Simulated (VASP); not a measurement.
# Pb (P6_3/mmc) in VASP: notebook

Aim: see how the results for Pb move with the level of theory and the settings. Levels: PBE, RPBE, PBE+D3(BJ). Tasks: single point.

Program: VASP 6.6.1. These are calculated values, not measurements. Logs are shortened: lines on timing, memory, paths and dates and some standing lists are left out, and cuts for length are marked.

### Step 1. The cell of the first run

It takes space group P6_3/mmc (No. 194, hexagonal). Conventional cell: a = 3.689 Å, b = 3.689 Å, c = 6.373 Å, α = 90.00°, β = 90.00°, γ = 120.00°. Within 4.8 Å of Pb (site symmetry -6m2) lie 12 Pb at 3.69 to 3.83 Å.

### Step 2. Single point, PBE

Contents of INCAR:

```
PREC = Accurate
ENCUT = 500
EDIFF = 1E-6
ISMEAR = 0
SIGMA = 0.091
LREAL = False
LASPH = True
NELM = 120
ALGO = Normal
ISIF = 2
LWAVE = False
LCHARG = True
GGA = PE
LELF = True
LVHAR = True
NBANDS = 21
GGA_COMPAT = False
```

Contents of KPOINTS:

```
Automatic mesh
0
Gamma
  3 3 2
```

Contents of POSCAR:

```
Pb
1.0
    3.6891149970      0.0000000000      0.0000000000
   -1.8445574985      3.1948673049      0.0000000000
    0.0000000000      0.0000000000      6.3731774193
Pb
2
Direct
    0.3333333333      0.6666666667      0.2500000000
    0.6666666667      0.3333333333      0.7500000000
```

Potentials or basis: VASP PAW PBE potentials, release 64 (Pb_d).

Started as:

```bash
cat potpaw_PBE.64/Pb_d/POTCAR > POTCAR
mpirun -np 1 vasp_std > vasp.out
```

OUTCAR:

```text
PREC = Accurate
   ENCUT = 500
   EDIFF = 1E-6
   ISMEAR = 0
   LREAL = False
   LASPH = True
   NELM = 120
   ISIF = 2
   GGA = PE

 ion  position               nearest neighbor table
   1  0.333  0.667  0.250-   2 3.83   2 3.83   2 3.83   2 3.83   2 3.83   2 3.83
   2  0.667  0.333  0.750-   1 3.83   1 3.83   1 3.83   1 3.83   1 3.83   1 3.83

  LATTYP: Found a hexagonal cell.
 ALAT       =     3.6891149970
 C/A-ratio  =     1.7275626877

  Lattice vectors:

 A1 = (   3.6891149970,   0.0000000000,   0.0000000000)
 A2 = (  -1.8445574985,   3.1948673049,   0.0000000000)
 A3 = (   0.0000000000,   0.0000000000,   6.3731774193)

Analysis of symmetry for initial positions (statically):
=====================================================================
 Subroutine PRICEL returns:
 Original cell was already a primitive cell.

 Routine SETGRP: Setting up the symmetry group for a
 hexagonal supercell.

 Subroutine GETGRP returns: Found 24 space group operations
 (whereof 12 operations were pure point group operations)
 out of a pool of 24 trial point group operations.

The static configuration has the point symmetry D_3d.
 The point group associated with its full space group is D_6h.

Analysis of symmetry for dynamics (positions and initial velocities):
=====================================================================
 Subroutine PRICEL returns:
 Original cell was already a primitive cell.

 Routine SETGRP: Setting up the symmetry group for a
 hexagonal supercell.

 Subroutine GETGRP returns: Found 24 space group operations
 (whereof 12 operations were pure point group operations)
 out of a pool of 24 trial point group operations.

The dynamic configuration has the point symmetry D_3d.
 The point group associated with its full space group is D_6h.

 Subroutine INISYM returns: Found 24 space group operations
 (whereof 12 operations are pure point group operations),
 and found     1 'primitive' translations

----------------------------------------------------------------------------------------

                                     Primitive cell

  volume of cell :      75.1158

[... 60 lines left out ...]
   PREC   = accura    normal or accurate (medium, high low for compatibility)
   ISTART =      0    job   : 0-new  1-cont  2-samecut
   ICHARG =      2    charge: 1-file 2-atom 10-const
   ISPIN  =      1    spin polarized calculation?
   LNONCOLLINEAR =      F non collinear calculations
   LSORBIT =      F    spin-orbit coupling
   LASPH  =      T    aspherical Exc in radial PAW
   ENCUT  =  500.0 eV  36.75 Ry    6.06 a.u.   6.73  6.73 11.62*2*pi/ulx,y,z
   NELM   =    120;   NELMIN=  2; NELMDL= -5     # of ELM steps
   EDIFF  = 0.1E-05   stopping-criterion for ELM
   LREAL  =      F    real-space projection
   EDIFFG = 0.1E-04   stopping-criterion for IOM
   NSW    =      0    number of steps for IOM
   IBRION =     -1    ionic relax: 0-MD 1-quasi-New 2-CG
   NFREE  =      0    steps in history (QN), initial steepest desc. (CG)
   ISIF   =      2    stress and relaxation
   ISYM   =      2    0-nonsym 1-usesym 2-fastsym
   POTIM  = 0.5000    time-step for ionic-motion
   TEBEG  =    0.0;   TEEND  =   0.0 temperature during run
   PSTRESS=    0.0 pullay stress
   NELECT =      28.0000    total number of electrons
   NUPDOWN=      -1.0000    fix difference up-down
   EMIN   =  10.00;   EMAX   =-10.00  energy-range for DOS
   EFERMI =   0.00;   METHOD = LEGACY
   ISMEAR =     0;   SIGMA  =   0.09  broadening in eV -4-tet -1-fermi 0-gaus
   EFERMI_NEDOS =   21; number of points for ismear=-14 and -15
   IALGO  =     38    algorithm
   IMIX   =      4    mixing-type and parameters
     AMIX     =   0.40;   BMIX     =  1.00
     AMIX_MAG =   1.60;   BMIX_MAG =  1.00
  volume/ion in A,a.u.               =      37.56       253.45
  Fermi-wavevector in a.u.,A,eV,Ry     =   1.178195  2.226466 18.886838  1.388143
  Thomas-Fermi vector in A             =   2.314528
   LORBIT       =      0    0 simple, 1 ext, 2 COOP (PROOUT), +10 PAW based schemes
   GGA     = PE    functional components
   LHFCALC =     F    Hartree Fock is set to
   AEXX    =    0.0000 exact exchange contribution
   IVDW    =     0    specifies the selected vdW correction
   LEPSILON=     F    determine dielectric tensor
   LRPA    =     F    only Hartree local field effects (RPA)
 non-spin polarized calculation
 Gauss-broadening in eV      SIGMA  =   0.09
  energy-cutoff  :      500.00
  volume of cell :       75.12
 maximum number of plane-waves:      1919
 NGX is ok and might be reduce to    28
   NGX = 13   NGY = 13   NGZ = 23

 number of electron      28.0000002 magnetization

 Free energy of the ion-electron system (eV)
  ---------------------------------------------------
  ext. energy  EPLUGINS =         0.00000000
  ---------------------------------------------------
  free energy    TOTEN  =        -6.92596652 eV

  energy without entropy =       -6.91687857  energy(sigma->0) =       -6.92142255

 E-fermi :   4.4011     XC(G=0):  -9.2143

 val. band max:        4.0368898205   @ k =   0.3333   0.3333   0.5000
 cond. band min:       4.4444712012   @ k =   0.3333   0.3333   0.0000
 fundamental gap:      0.4075813807
 Fermi energy:         4.4010700115

 k-point     1 :       0.0000    0.0000    0.0000
  band No.  band energies     occupation
      1     -11.9488      2.00000
      2     -11.9360      2.00000
      3     -11.9036      2.00000
      4     -11.9036      2.00000
      5     -11.8961      2.00000
      6     -11.8961      2.00000
[... 133 lines left out ...]
     20      12.5347      0.00000
     21      12.9131      0.00000

------------------------ aborting loop because EDIFF is reached ----------------------------------------

  FORCE on cell =-STRESS in cart. coord.  units (eV):
  Direction    XX          YY          ZZ          XY          YZ          ZX
  --------------------------------------------------------------------------------------
  -------------------------------------------------------------------------------------
  Total       -0.2175295     -0.2175295     -6.6413813     -0.0000000      0.0000000      0.0000000
  in kB       -4.6397842     -4.6397842   -141.6569777     -0.0000000      0.0000000      0.0000000
  external PRESSURE =     -50.3121821 kB  Pullay stress =       0.0000000 kB

 VOLUME and BASIS-vectors are now :
 -----------------------------------------------------------------------------
  energy-cutoff  :      500.00
  volume of cell :       75.12
      direct lattice vectors                 reciprocal lattice vectors
     3.689114997  0.000000000  0.000000000     0.271067722  0.156501023  0.000000000
    -1.844557498  3.194867305  0.000000000     0.000000000  0.313002045  0.000000000
     0.000000000  0.000000000  6.373177419     0.000000000  0.000000000  0.156907604

 POSITION                                       TOTAL-FORCE (eV/Angst)
 -----------------------------------------------------------------------------------
     -0.00000      2.12991      1.59329        -0.000000      0.000000      0.000000
      1.84456      1.06496      4.77988         0.000000     -0.000000      0.000000
 -----------------------------------------------------------------------------------
    total drift:                               -0.000000      0.000000      0.000000

  FREE ENERGIE OF THE ION-ELECTRON SYSTEM (eV)
  ---------------------------------------------------
  free  energy   TOTEN  =        -6.9259665222 eV

  energy  without entropy=       -6.9168785745  energy(sigma->0) =       -6.92142255
```

OSZICAR:

```text
N       E                     dE             d eps       ncg     rms          rms(c)
DAV:   1     0.287982054880E+03    0.28798E+03   -0.13928E+04   252   0.146E+03
DAV:   2     0.151187674431E+02   -0.27286E+03   -0.26599E+03   262   0.391E+02
DAV:   3    -0.620225048730E+01   -0.21321E+02   -0.21095E+02   313   0.135E+02
DAV:   4    -0.690459639627E+01   -0.70235E+00   -0.70212E+00   310   0.291E+01
DAV:   5    -0.694168267947E+01   -0.37086E-01   -0.37086E-01   332   0.606E+00    0.635E-01
DAV:   6    -0.692804658512E+01    0.13636E-01   -0.37364E-02   339   0.222E+00    0.379E-01
DAV:   7    -0.692573238262E+01    0.23142E-02   -0.16756E-02   308   0.152E+00    0.152E-01
DAV:   8    -0.692596361134E+01   -0.23123E-03   -0.15621E-03   303   0.580E-01    0.247E-02
DAV:   9    -0.692596082428E+01    0.27871E-05   -0.48761E-05   366   0.857E-02    0.143E-02
DAV:  10    -0.692596637508E+01   -0.55508E-05   -0.14206E-05   267   0.363E-02    0.257E-03
DAV:  11    -0.692596652222E+01   -0.14714E-06   -0.86067E-07   176   0.147E-02
   1 F= -.69259665E+01 E0= -.69214225E+01  d E =-.908795E-02
```

Run time: 6.8 s. Hardware: 1 thread of Intel Xeon Platinum 8488C (Sapphire Rapids), shared host; peak memory 0.18 GiB.

Results:

| Property | Result |
| --- | --- |
| Free energy | -6.9260 eV |
| Pressure | -5.0 GPa |
| Band gap on the k mesh | zero (band 14 reaches 10.06 eV, above the bottom of band 15 at 4.04 eV) |

Stress tensor (GPa, compression positive):
```
 -0.46   0.00   0.00
  0.00  -0.46   0.00
  0.00   0.00 -14.17
```

Levels at points of the mesh, in eV from the Fermi level:
```csv
k point,band 9,band 10,band 11,band 12,band 13,band 14,band 15,band 16,band 17,band 18
"(0.00, 0.00, 0.00)",-16.19,-16.19,-9.80,-7.63,-2.62,5.66,5.66,5.86,6.83,6.83
"(0.00, 0.00, 0.50)",-16.22,-16.22,-8.99,-8.99,0.71,0.71,6.22,6.22,6.22,6.22
```

Caveat: the k points lie up to 0.66 Å⁻¹ apart; spin-orbit coupling is left out, which moves the levels of the heavy elements.

### Step 3. Single point, RPBE, collinear spin, zero start

This run uses another cell than the first one, of 31.30 Å³/atom, 0.833 times its volume.

Contents of INCAR:

```
SYSTEM = Pb
PREC = Accurate ; ENCUT = 500
EDIFF = 1E-6 ; ISMEAR = -1
SIGMA = 0.08617333262145177 ; LREAL = .FALSE.
LASPH = .TRUE. ; NELM = 200
ALGO = Normal ; ISIF = 2
LWAVE = .FALSE. ; LCHARG = .FALSE.
ISPIN = 2 ; MAGMOM = 0 0
LORBIT = 11 ; GGA = RP
NBANDS = 25 ; ISYM = 0
GGA_COMPAT = .FALSE.
```

Contents of KPOINTS:

```
Automatic mesh
0
Gamma
  3 3 1
  0.5 0.5 0.5
```

Contents of POSCAR:

```
Pb
1.0
    3.4715901269      0.0000000000      0.0000000000
   -1.7357950634      3.0064852414      0.0000000000
    0.0000000000      0.0000000000      5.9973895700
Pb
2
Direct
    0.3333333333      0.6666666667      0.2500000000
    0.6666666667      0.3333333333      0.7500000000
```

Potentials or basis: VASP PAW PBE potentials, release 64 (Pb_d).

Started as:

```bash
cat potpaw_PBE.64/Pb_d/POTCAR > POTCAR
mpirun -np 1 vasp_std > vasp.out
```

OUTCAR:

```text
SYSTEM = Pb
   PREC = Accurate
   ENCUT = 500
   EDIFF = 1E-6
   ISMEAR = -1
   LREAL = .FALSE.
   LASPH = .TRUE.
   NELM = 200
   ISIF = 2
   ISPIN = 2
   LORBIT = 11
   GGA = RP
   ISYM = 0

 ion  position               nearest neighbor table
   1  0.333  0.667  0.250-   2 3.61   2 3.61   2 3.61   2 3.61   2 3.61   2 3.61
   2  0.667  0.333  0.750-   1 3.61   1 3.61   1 3.61   1 3.61   1 3.61   1 3.61

IMPORTANT INFORMATION: All symmetrisations will be switched off!
NOSYMM: (Re-)initialisation of all symmetry stuff for point group C_1.

----------------------------------------------------------------------------------------
[... 997 lines left out ...]
  energy-cutoff  :      500.00
  volume of cell :       62.60
      direct lattice vectors                 reciprocal lattice vectors
     3.471590127  0.000000000  0.000000000     0.288052438  0.166307153  0.000000000
    -1.735795063  3.006485241  0.000000000     0.000000000  0.332614305  0.000000000
     0.000000000  0.000000000  5.997389570     0.000000000  0.000000000  0.166739210

 POSITION                                       TOTAL-FORCE (eV/Angst)
 -----------------------------------------------------------------------------------
     -0.00000      2.00432      1.49935        -0.000004     -0.000011     -0.000004
      1.73580      1.00216      4.49804         0.000004      0.000011      0.000004
 -----------------------------------------------------------------------------------
    total drift:                                0.000007      0.000004     -0.000025

  FREE ENERGIE OF THE ION-ELECTRON SYSTEM (eV)
  ---------------------------------------------------
  free  energy   TOTEN  =        -5.3880275540 eV

  energy  without entropy=       -5.3386332005  energy(sigma->0) =       -5.36333038

 total charge

# of ion       s       p       d       tot
------------------------------------------
    1        1.450   0.736   9.800  11.986
    2        1.450   0.736   9.800  11.986
--------------------------------------------------
tot          2.901   1.472  19.600  23.972

 magnetization (x)

# of ion       s       p       d       tot
------------------------------------------
    1       -0.000   0.000  -0.000  -0.000
    2       -0.000  -0.000   0.000  -0.000
--------------------------------------------------
tot         -0.000  -0.000  -0.000  -0.000
```

It took 26 s on 1 thread of Intel Xeon Platinum 8488C (Sapphire Rapids), shared host; peak memory 0.21 GiB.

The run converged, but its numbers aren't listed here, since they failed a check.

Caveat: the k points lie up to 1.05 Å⁻¹ apart; the mesh shows a gap though the element is a metal; the PAW data sets were made with another functional, which shifts forces and pressure a little; spin-orbit coupling is left out, which moves the levels of the heavy elements.

### Step 4. Single point, PBE+D3(BJ)

This run uses another cell than the first one, of 31.30 Å³/atom, 0.833 times its volume.

Contents of INCAR:

```
SYSTEM = Pb
PREC     = Accurate       ! precision mode
ENCUT    = 500            ! plane-wave cutoff, eV
EDIFF    = 1E-6           ! SCF threshold, eV
ISMEAR   = 0              ! smearing method
SIGMA    = 0.1            ! smearing width, eV
LREAL    = .False.        ! projectors in reciprocal space
LASPH    = .True.         ! aspherical terms in the spheres
NELM     = 120            ! most SCF steps
ALGO     = Normal         ! electronic algorithm
ISIF     = 2              ! what is computed and relaxed
LWAVE    = .False.        ! write WAVECAR
LCHARG   = .False.        ! write CHGCAR
GGA      = PE             ! functional
IVDW     = 12             ! dispersion correction
NBANDS   = 21             ! bands
GGA_COMPAT= .False.
```

Contents of KPOINTS:

```
Automatic mesh
0
Gamma
  6 6 4
  0 0 0
```

POSCAR is that of step 3.

Started as:

```bash
cat potpaw_PBE.64/Pb_d/POTCAR > POTCAR
mpirun -np 1 vasp_std > vasp.out
```

Run time: 13 s. Hardware: 1 thread of Intel Xeon Platinum 8488C (Sapphire Rapids), shared host; peak memory 0.19 GiB.

The run converged. Its results:

```yaml
Free_energy: -7.8104 eV
Pressure: -0.8 GPa
Band_gap_on_the_k_mesh: zero (band 14 reaches 12.95 eV, above the bottom of band 15 at 5.25 eV)
Dispersion_energy_per_atom: -0.397 eV
```

Stress tensor (GPa, compression positive):
```
-0.32  0.00  0.00
 0.00 -0.32  0.00
 0.00  0.00 -1.75
```

Levels at points of the mesh, in eV from the Fermi level:
```csv
k point,band 12,band 13,band 14,band 15,band 16,band 17
"(0.00, 0.00, 0.00)",-8.65,-4.24,5.93,5.93,6.17,7.45
"(0.50, 0.00, 0.00)",-7.12,-3.17,-1.91,-0.49,1.60,2.36
"(0.00, 0.00, 0.50)",-10.60,0.02,0.02,6.65,6.65,6.65
"(0.50, 0.00, 0.50)",-7.53,-3.64,-3.64,2.98,2.98,3.52
```

Caveat: three body term missing; spin-orbit coupling is left out, which moves the levels of the heavy elements; pairwise dispersion overbinds metals, which lowers pressure and volume.
